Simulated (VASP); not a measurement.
Here is a VASP 6.6.1 calculation.

File INCAR:

```
SYSTEM = Be2Br3
ALGO     = Normal         ! electronic algorithm
EDIFF    = 1E-6           ! SCF threshold, eV
EDIFFG   = -0.04          ! ionic threshold
ENCUT    = 600            ! plane-wave cutoff, eV
GGA      = PE             ! functional
IBRION   = 2              ! ionic algorithm
ISIF     = 3              ! what is computed and relaxed
ISMEAR   = 0              ! smearing method
LASPH    = .True.         ! aspherical terms in the spheres
LCHARG   = .False.        ! write CHGCAR
LREAL    = .False.        ! projectors in reciprocal space
LWAVE    = .False.        ! write WAVECAR
NELM     = 80             ! most SCF steps
NSW      = 90             ! ionic steps
PREC     = Accurate       ! precision mode
SIGMA    = 0.1            ! smearing width, eV
```

KPOINTS

```
k-points
0
Gamma
  6 6 2
  0 0 0
```

File POSCAR:

```
Be2Br3
1.0
    3.3589549800     -1.9426018300      0.0000000000
    3.3589549800      1.9426018300      0.0000000000
   -0.0401886500      0.0000000000      9.0316804400
Be Br
2 3
Direct
    0.0003810000      0.0003810000      0.6672490200
    0.0003540000      0.0003540000      0.2796660100
    0.3326149900      0.3326149900      0.1386880000
    0.6668180200      0.6668180200      0.8256670200
    0.6688320000      0.6688320000      0.4637309900
```

Potentials or basis: VASP PAW PBE potentials, release 64 (Be, Br).

Command:

```bash
$ cat potpaw_PBE.64/Be/POTCAR potpaw_PBE.64/Br/POTCAR > POTCAR
$ mpirun -np 1 vasp_std > vasp.out
```

(1) Estimate the space group after relaxing (to 0.05 Å).

(2) Estimate the relaxed volume.

(3) What does it give for the relaxed cell?

Results:

(1) Cm (No. 8).

(2) 21.85 Å³/atom.

(3) a = 3.501 Å, b = 3.501 Å, c = 10.299 Å, α = 90.43°, β = 90.43°, γ = 59.95°.

Caveat: this functional lacks dispersion, which binds the layers, so the pressure and a relaxed spacing across them are unreliable; an odd number of electrons without spin polarisation forces a metal; a magnetic or distorted state may lie lower.
